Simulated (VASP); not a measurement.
# WS2 (R3m) in VASP: further runs, part 2 of 2

VASP 6.6.1. The steps go on from the part before.

## (3) Single point, r2SCAN (strain +0.000 along x and y, -0.040 along z)

The input, POSCAR:

```
WS2
1.0
    1.5911317569      0.9186403482      6.2859396497
   -1.5911317569      0.9186403482      6.2859396497
    0.0000000000     -1.8372806963      6.2859396497
W S
1 2
Direct
    0.9993259061      0.9993259061      0.9993259061
    0.7453559600      0.7453559600      0.7453559600
    0.5866181338      0.5866181338      0.5866181338
```

The input, INCAR.step1:

```
ALGO = Normal
EDIFF = 1E-4
ENCUT = 520
GGA = PE
ISMEAR = 0
LASPH = T
LCHARG = F
LREAL = F
LWAVE = T
NBANDS = 20
NELM = 60
PREC = Accurate
SIGMA = 0.05
```

The input, INCAR.step2:

```
ALGO = Normal
EDIFF = 1E-6
ENCUT = 520
ISIF = 2
ISMEAR = 0
ISTART = 1
LASPH = T
LCHARG = F
LMIXTAU = T
LREAL = F
LWAVE = F
METAGGA = R2SCAN
NBANDS = 20
NELM = 60
PREC = Accurate
SIGMA = 0.05
```

The input, KPOINTS:

```
k-points
0
Gamma
  12 12 12
```

Potentials or basis: VASP PAW PBE potentials, release 64 (W_sv, S).

Run with:

```bash
$ cat potpaw_PBE.64/W_sv/POTCAR potpaw_PBE.64/S/POTCAR > POTCAR
$ cp INCAR.step1 INCAR
$ mpirun -np 1 vasp_std > vasp.out
$ cp INCAR.step2 INCAR
$ mpirun -np 1 vasp_std > vasp.out
```

OUTCAR:

```text
EDIFF = 1E-6
   ENCUT = 520
   ISIF = 2
   ISMEAR = 0
   ISTART = 1
   LASPH = T
   LREAL = F
   METAGGA = R2SCAN
   NELM = 60
   PREC = Accurate

 ion  position               nearest neighbor table
   1  0.999  0.999  0.999-   2 2.37   2 2.37   2 2.37   3 2.37   3 2.37   3 2.37
   2  0.745  0.745  0.745-   1 2.37   1 2.37   1 2.37
   3  0.587  0.587  0.587-   1 2.37   1 2.37   1 2.37

[... 749 lines left out ...]

  FORCE on cell =-STRESS in cart. coord.  units (eV):
  Direction    XX          YY          ZZ          XY          YZ          ZX
  --------------------------------------------------------------------------------------
  -------------------------------------------------------------------------------------
  Total        1.6653635      1.6653635      4.3744336     -0.0000000      0.0000000      0.0000000
  in kB       48.4001290     48.4001290    127.1332931     -0.0000000      0.0000000      0.0000000
  external PRESSURE =      74.6445171 kB  Pullay stress =       0.0000000 kB

 VOLUME and BASIS-vectors are now :
 -----------------------------------------------------------------------------
  energy-cutoff  :      520.00
  volume of cell :       55.13
      direct lattice vectors                 reciprocal lattice vectors
     1.591131757  0.918640348  6.285939650     0.314241733  0.181427549  0.053028402
    -1.591131757  0.918640348  6.285939650    -0.314241733  0.181427549  0.053028402
     0.000000000 -1.837280696  6.285939650     0.000000000 -0.362855098  0.053028402

 POSITION                                       TOTAL-FORCE (eV/Angst)
 -----------------------------------------------------------------------------------
      0.00000      0.00000     18.84511         0.000000      0.000000      0.000112
      0.00000      0.00000     14.05579         0.000000      0.000000      1.401838
      0.00000      0.00000     11.06234         0.000000     -0.000000     -1.401950
 -----------------------------------------------------------------------------------
    total drift:                                0.000000     -0.000000     -0.000179

  FREE ENERGIE OF THE ION-ELECTRON SYSTEM (eV)
  ---------------------------------------------------
  free  energy   TOTEN  =       -69.9902112231 eV

  energy  without entropy=      -69.9902112231  energy(sigma->0) =      -69.99021122
```

OUTCAR.step1:

```text
EDIFF = 1E-4
   ENCUT = 520
   GGA = PE
   ISMEAR = 0
[... 779 lines left out ...]
      0.00000      0.00000     18.84511         0.000000     -0.000000     -0.000702
      0.00000      0.00000     14.05579         0.000000      0.000000      1.573560
      0.00000      0.00000     11.06234         0.000000     -0.000000     -1.572858
 -----------------------------------------------------------------------------------
    total drift:                                0.000000     -0.000000     -0.000051

  FREE ENERGIE OF THE ION-ELECTRON SYSTEM (eV)
  ---------------------------------------------------
  free  energy   TOTEN  =       -23.5345713362 eV

  energy  without entropy=      -23.5345713362  energy(sigma->0) =      -23.53457134
```

Run time: 43 min. Hardware: 1 thread of Intel Xeon Platinum 8259CL at 2.50GHz (Skylake/Cascade Lake), shared host; peak memory 0.5 GiB.

What came out:

| Item | Value |
| --- | --- |
| Free energy | -69.9902 eV |
| Pressure | 7.5 GPa |
| Largest force | 1.402 eV/Å |
| Band gap on the k mesh | 0.80 eV (least direct gap 1.76 eV) |

Forces on the atoms (eV/Å):
```
W    0.000  0.000  0.000
S    0.000  0.000  1.402
S    0.000  0.000 -1.402
```

Stress tensor (GPa, compression positive):
```
 4.84  0.00  0.00
 0.00  4.84  0.00
 0.00  0.00 12.71
```

Caveat: the cell differs from its parent crystal (strain +0.000 along x and y, -0.040 along z); the cell stands under pressure; the PAW data sets were made with another functional, which shifts forces and pressure a little; spin-orbit coupling is left out, which moves the levels of the heavy elements.

## (4) Single point, r2SCAN (strain -0.040 along x and y, +0.080 along z)

The input, POSCAR:

```
WS2
1.0
    1.5274864866      0.8818947343      7.0716821059
   -1.5274864866      0.8818947343      7.0716821059
    0.0000000000     -1.7637894685      7.0716821059
W S
1 2
Direct
    0.9993259061      0.9993259061      0.9993259061
    0.7453559600      0.7453559600      0.7453559600
    0.5866181338      0.5866181338      0.5866181338
```

The input, INCAR.step1:

```
  PREC = Accurate
  ENCUT = 520
  ISMEAR = 0
  SIGMA = 0.05
  LREAL = F
  LASPH = T
  NELM = 60
  NBANDS = 20
  GGA = PE
  ALGO = Normal
  EDIFF = 1E-4
  LWAVE = T
  LCHARG = F
```

The input, INCAR.step2:

```
  PREC = Accurate
  ENCUT = 520
  EDIFF = 1E-6
  ISMEAR = 0
  SIGMA = 0.05
  LREAL = F
  LASPH = T
  NELM = 60
  ALGO = Normal
  ISIF = 2
  LWAVE = F
  LCHARG = F
  METAGGA = R2SCAN
  LMIXTAU = T
  NBANDS = 20
  ISTART = 1
```

The input, KPOINTS:

```
Automatic mesh
0
Gamma
  12 12 12
```

Run with:

```bash
$ cat potpaw_PBE.64/W_sv/POTCAR potpaw_PBE.64/S/POTCAR > POTCAR
$ cp INCAR.step1 INCAR
$ mpirun -np 1 vasp_std > vasp.out
$ cp INCAR.step2 INCAR
$ mpirun -np 1 vasp_std > vasp.out
```

It took 55 min on 1 thread of Intel Xeon Platinum 8259CL at 2.50GHz (Skylake/Cascade Lake), shared host; peak memory 0.56 GiB.

It converged, with:

| Item | Value |
| --- | --- |
| Free energy | -69.7688 eV |
| Pressure | 0.5 GPa |
| Largest force | 1.492 eV/Å |
| Band gap on the k mesh | 1.43 eV (least direct gap 2.32 eV) |

Forces on the atoms (eV/Å):
```
W    0.000  0.000 -0.001
S    0.000  0.000 -1.491
S    0.000  0.000  1.492
```

Stress tensor (GPa, compression positive):
```
  8.05   0.00   0.00
  0.00   8.05   0.00
  0.00   0.00 -14.59
```

Levels at points of the mesh, in eV from the valence-band top:
```csv
k point,band 9,band 10,band 11,band 12,band 13,band 14,band 15,band 16,band 17,band 18
"(0.00, 0.00, 0.00)",-2.29,-2.29,-1.21,-0.95,-0.95,3.21,3.21,3.40,3.40,6.34
"(0.50, 0.00, 0.00)",-4.74,-3.08,-2.70,-1.22,-0.78,3.35,3.73,4.38,4.72,5.97
"(0.50, 0.50, 0.00)",-4.63,-3.07,-2.94,-1.10,-0.83,3.55,3.72,4.08,4.85,6.26
"(0.50, 0.50, 0.50)",-2.29,-2.29,-0.95,-0.95,-0.45,3.18,3.18,3.42,3.42,6.84
```

Caveat: the cell differs from its parent crystal (strain -0.040 along x and y, +0.080 along z); the PAW data sets were made with another functional, which shifts forces and pressure a little; spin-orbit coupling is left out, which moves the levels of the heavy elements.

## (5) Summary

| cell | gap on the mesh (eV) | pressure (GPa) | largest force (eV/Å) |
| --- | --- | --- | --- |
| a = 6.781 Å, angles 26.0°, 3 atoms | 1.58 | 15.2 | 1.06 |
| a = 6.549 Å, angles 28.1°, 3 atoms | 0.80 | 7.5 | 1.40 |
| a = 7.288 Å, angles 24.2°, 3 atoms | 1.43 | 0.5 | 1.49 |

Alike in all rows: task single point; level r2SCAN; potentials or basis VASP PAW PBE potentials, release 64 (W_sv, S); no spin polarisation; k mesh 12 × 12 × 12; cutoff (eV) 520; smearing gaussian 0.05 eV.

Caveats: the PAW data sets were made with another functional, which shifts forces and pressure a little; spin-orbit coupling is left out, which moves the levels of the heavy elements; the cell stands under pressure (at least some runs).

Total energies depend on the potentials used, so only differences within one code and one set of settings carry meaning.
